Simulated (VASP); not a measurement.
# ZnS in VASP: single point with PBE+D3(BJ)

Aim: the single point of ZnS with PBE+D3(BJ).

All numbers are computed with VASP 6.6.1; they aren't measurements. Logs are shortened: lines on timing, memory, paths and dates and some standing lists are left out, and cuts for length are marked.

## Step 1: The cell of the first run

The cell holds a slab with vacuum, 16 atoms: a = 7.602 Å, b = 5.375 Å, c = 21.701 Å, α = 90.00°, β = 90.00°, γ = 90.00°.

## Step 2: Single point, PBE+D3(BJ)

The input, INCAR:

```
ALGO = Normal
DIPOL = 0.5 0.5 0.499
EDIFF = 1E-6
ENCUT = 520
GGA = PE
IDIPOL = 3
ISIF = 2
ISMEAR = 0
IVDW = 12
LASPH = T
LCHARG = F
LDIPOL = T
LREAL = Auto
LWAVE = F
NBANDS = 86
NELM = 60
PREC = Accurate
SIGMA = 0.05
```

The input, KPOINTS:

```
k-points
0
Gamma
  2 3 1
```

The input, POSCAR:

```
ZnS
1.0
    7.6016913789      0.0000000000      0.0000000000
    0.0000000000      5.3752075225      0.0000000000
    0.0000000000      0.0000000000     21.7012685342
Zn S
8 8
Direct
    0.2500000000      0.5000000000      0.3686420445
    0.7500000000      0.5000000000      0.3686420445
    0.5000000000      0.0000000000      0.4562140148
    0.0000000000      0.0000000000      0.4562140148
    0.7500000000      0.5025264335      0.5476360564
    0.2500000000      0.5025264335      0.5476360564
    0.0000000000     -0.0659966914      0.6132764221
    0.5000000000     -0.0659966914      0.6132764221
    0.5000000000      0.2500000000      0.3686420445
    0.0000000000      0.2500000000      0.3686420445
    0.7500000000      0.7500000000      0.4562140148
    0.2500000000      0.7500000000      0.4562140148
    0.0000000000      0.2521497400      0.5443707876
    0.5000000000      0.2521497400      0.5443707876
    0.2500000000      0.7308736344      0.6385164659
    0.7500000000      0.7308736344      0.6385164659
```

Potentials or basis: VASP PAW PBE potentials, release 64 (Zn, S).

The run is started by

```console
cat potpaw_PBE.64/Zn/POTCAR potpaw_PBE.64/S/POTCAR > POTCAR
mpirun -np 1 vasp_std > vasp.out
```

OUTCAR:

```text
EDIFF = 1E-6
   ENCUT = 520
   GGA = PE
   ISIF = 2
   ISMEAR = 0
   IVDW = 12
   LASPH = T
   LREAL = Auto
   NELM = 60
   PREC = Accurate
 IVDW          = 12

 ion  position               nearest neighbor table
   1  0.250  0.500  0.369-  12 2.33  10 2.33   9 2.33
   2  0.750  0.500  0.369-  11 2.33  10 2.33   9 2.33
   3  0.500  0.000  0.456-   9 2.33  11 2.33  12 2.33  14 2.34
   4  0.000  0.000  0.456-  10 2.33  11 2.33  12 2.33  13 2.34
   5  0.750  0.503  0.548-  16 2.32  14 2.33  13 2.33  11 2.39
   6  0.250  0.503  0.548-  15 2.32  14 2.33  13 2.33  12 2.39
   7  0.000  0.934  0.613-  15 2.26  16 2.26  13 2.27
   8  0.500  0.934  0.613-  15 2.26  16 2.26  14 2.27
   9  0.500  0.250  0.369-   3 2.33   2 2.33   1 2.33
  10  0.000  0.250  0.369-   4 2.33   2 2.33   1 2.33
  11  0.750  0.750  0.456-   2 2.33   3 2.33   4 2.33   5 2.39
  12  0.250  0.750  0.456-   1 2.33   3 2.33   4 2.33   6 2.39
  13  0.000  0.252  0.544-   7 2.27   6 2.33   5 2.33   4 2.34
  14  0.500  0.252  0.544-   8 2.27   6 2.33   5 2.33   3 2.34
  15  0.250  0.731  0.639-   7 2.26   8 2.26   6 2.32
  16  0.750  0.731  0.639-   7 2.26   8 2.26   5 2.32
[... 8 lines left out ...]
 A1 = (   0.0000000000,  -5.3752075225,   0.0000000000)
 A2 = (   7.6016913789,   0.0000000000,   0.0000000000)
 A3 = (   0.0000000000,   0.0000000000,  21.7012685342)

Analysis of symmetry for initial positions (statically):
=====================================================================
 Subroutine PRICEL returns following result:

  LATTYP: Found a simple orthorhombic cell.
 ALAT       =     3.8008456895
 B/A-ratio  =     1.4142135624
 C/A-ratio  =     5.7095894723

  Lattice vectors:

 A1 = (   3.8008456895,   0.0000000000,   0.0000000000)
 A2 = (   0.0000000000,   5.3752075225,   0.0000000000)
 A3 = (   0.0000000000,   0.0000000000,  21.7012685342)

   2 primitive cells build up your supercell.

 Routine SETGRP: Setting up the symmetry group for a
 simple orthorhombic supercell.

 Subroutine GETGRP returns: Found  2 space group operations
 (whereof  2 operations were pure point group operations)
 out of a pool of  8 trial point group operations.

The static configuration has the point symmetry C_1h.

Analysis of symmetry for dynamics (positions and initial velocities):
=====================================================================
 Subroutine PRICEL returns following result:

[... 122 lines left out ...]
   NELECT =     144.0000    total number of electrons
   NUPDOWN=      -1.0000    fix difference up-down
   EMIN   =  10.00;   EMAX   =-10.00  energy-range for DOS
   EFERMI =   0.00;   METHOD = LEGACY
   ISMEAR =     0;   SIGMA  =   0.05  broadening in eV -4-tet -1-fermi 0-gaus
   EFERMI_NEDOS =   21; number of points for ismear=-14 and -15
   IALGO  =     38    algorithm
   IMIX   =      4    mixing-type and parameters
     AMIX     =   0.40;   BMIX     =  1.00
     AMIX_MAG =   1.60;   BMIX_MAG =  1.00
  volume/ion in A,a.u.               =      55.42       374.00
  Fermi-wavevector in a.u.,A,eV,Ry     =   0.893166  1.687839 10.853984  0.797745
  Thomas-Fermi vector in A             =   2.015208
   LORBIT       =      0    0 simple, 1 ext, 2 COOP (PROOUT), +10 PAW based schemes
   GGA     = PE    functional components
   LHFCALC =     F    Hartree Fock is set to
   AEXX    =    0.0000 exact exchange contribution
   IVDW    =    12    specifies the selected vdW correction
   LEPSILON=     F    determine dielectric tensor
   LRPA    =     F    only Hartree local field effects (RPA)
 non-spin polarized calculation
 Gauss-broadening in eV      SIGMA  =   0.05
  energy-cutoff  :      520.00
  volume of cell :      886.73
 maximum number of plane-waves:     23940
 NGX is ok and might be reduce to    60
   NGX = 29   NGY = 19   NGZ = 81

 dipolmoment           0.000000      0.000000     -0.000001 electrons x Angstroem

 number of electron     144.0000006 magnetization

 dipolmoment           0.000000      0.000000      0.131024 electrons x Angstroem

 Free energy of the ion-electron system (eV)
  ---------------------------------------------------
  ext. energy  EPLUGINS =         0.00000000
  ---------------------------------------------------
  free energy    TOTEN  =       -51.64211539 eV

  energy without entropy =      -51.64211539  energy(sigma->0) =      -51.64211539

 E-fermi :  -2.6478     XC(G=0):  -4.0415

 val. band max:       -2.8923910263   @ k =   0.0000   0.0000   0.0000
 cond. band min:      -1.0504839283   @ k =   0.0000   0.0000   0.0000
 fundamental gap:      1.8419070980
 Fermi energy:        -2.6478278902

 k-point     1 :       0.0000    0.0000    0.0000
  band No.  band energies     occupation
      1     -15.8807      2.00000
      2     -15.2336      2.00000
      3     -15.1420      2.00000
      4     -15.0570      2.00000
      5     -14.6996      2.00000
      6     -14.4806      2.00000
[... 337 lines left out ...]
     83       3.0426      0.00000
     84       3.0426      0.00000
 [bands above 84 left out]

------------------------ aborting loop because EDIFF is reached ----------------------------------------

 vacuum level on the upper side and lower side of the slab       (xc-potential included)         0.163        -0.400

 Edisp (eV)   -3.60706

 E8    (eV) :    -1.4773

  FORCE on cell =-STRESS in cart. coord.  units (eV):
  Direction    XX          YY          ZZ          XY          YZ          ZX
  --------------------------------------------------------------------------------------
  -------------------------------------------------------------------------------------
  Total      -1.34637    -2.75711    -0.55006     0.00000     1.95015     0.00000
  in kB      -2.43267    -4.98166    -0.99388     0.00000     3.52361     0.00000
  external pressure =       -2.80 kB  Pullay stress =        0.00 kB

 VOLUME and BASIS-vectors are now :
 -----------------------------------------------------------------------------
  energy-cutoff  :      520.00
  volume of cell :      886.73
      direct lattice vectors                 reciprocal lattice vectors
     7.601691379  0.000000000  0.000000000     0.131549671  0.000000000  0.000000000
     0.000000000  5.375207523  0.000000000     0.000000000  0.186039329  0.000000000
     0.000000000  0.000000000 21.701268534     0.000000000  0.000000000  0.046080256

 POSITION                                       TOTAL-FORCE (eV/Angst)
 -----------------------------------------------------------------------------------
      1.90042      2.68760      8.00000         0.000000     -1.114970      1.098045
      5.70127      2.68760      8.00000        -0.000000     -1.114970      1.098045
      3.80085      0.00000      9.90042        -0.000000      0.303296     -0.093595
      0.00000      0.00000      9.90042        -0.000000      0.303296     -0.093595
      5.70127      2.70118     11.88440        -0.000000     -0.005095      0.006231
      1.90042      2.70118     11.88440        -0.000000     -0.005095      0.006231
[... 8 lines left out ...]
      1.90042      3.92860     13.85662        -0.000000     -0.007631      0.019575
      5.70127      3.92860     13.85662        -0.000000     -0.007631      0.019575
 -----------------------------------------------------------------------------------
    total drift:                                0.000000     -0.001204      0.004270

  FREE ENERGIE OF THE ION-ELECTRON SYSTEM (eV)
  ---------------------------------------------------
  free  energy   TOTEN  =       -55.2491787873 eV

  energy  without entropy=      -55.2491787873  energy(sigma->0) =      -55.24917879

 vacuum level on the upper side and lower side of the slab         2.941         2.366
```

stdout:

```text
POSCAR found type information on POSCAR ZnS
 POSCAR found :  2 types and      16 ions
 scaLAPACK will be used
 LDA part: xc-table for (Slater+PW92), standard interpolation
 POSCAR, INCAR and KPOINTS ok, starting setup
 FFT: planning ... GRIDC
 FFT: planning ... GRID_SOFT
 FFT: planning ... GRID
 WAVECAR not read
 entering main loop
```

Wall time 8.2 min (1 thread of Intel Xeon Platinum 8488C (Sapphire Rapids), shared host); peak memory 0.82 GiB.

What came out:

```
Free energy                : -55.2492 eV
Largest force              : 1.565 eV/Å
Band gap on the k mesh     : 1.84 eV
Dispersion energy per atom : -0.225 eV
```

Forces on the atoms (eV/Å):
```
Zn   0.000 -1.115  1.098
Zn   0.000 -1.115  1.098
Zn   0.000  0.303 -0.094
Zn   0.000  0.303 -0.094
Zn   0.000 -0.005  0.006
Zn   0.000 -0.005  0.006
Zn   0.000 -0.005  0.005
Zn   0.000 -0.005  0.005
S    0.000  0.591 -0.926
S    0.000  0.591 -0.926
S    0.000  0.219 -0.103
S    0.000  0.219 -0.103
S    0.000  0.019 -0.006
S    0.000  0.019 -0.006
S    0.000 -0.008  0.020
S    0.000 -0.008  0.020
```

Levels at points of the mesh, in eV from the valence-band top:
```csv
k point,band 69,band 70,band 71,band 72,band 73,band 74,band 75,band 76
"(0.00, 0.00, 0.00)",-0.50,-0.29,-0.26,0.00,1.84,2.76,3.10,3.17
"(0.50, 0.00, 0.00)",-0.78,-0.78,-0.42,-0.42,2.52,2.52,3.87,3.87
```
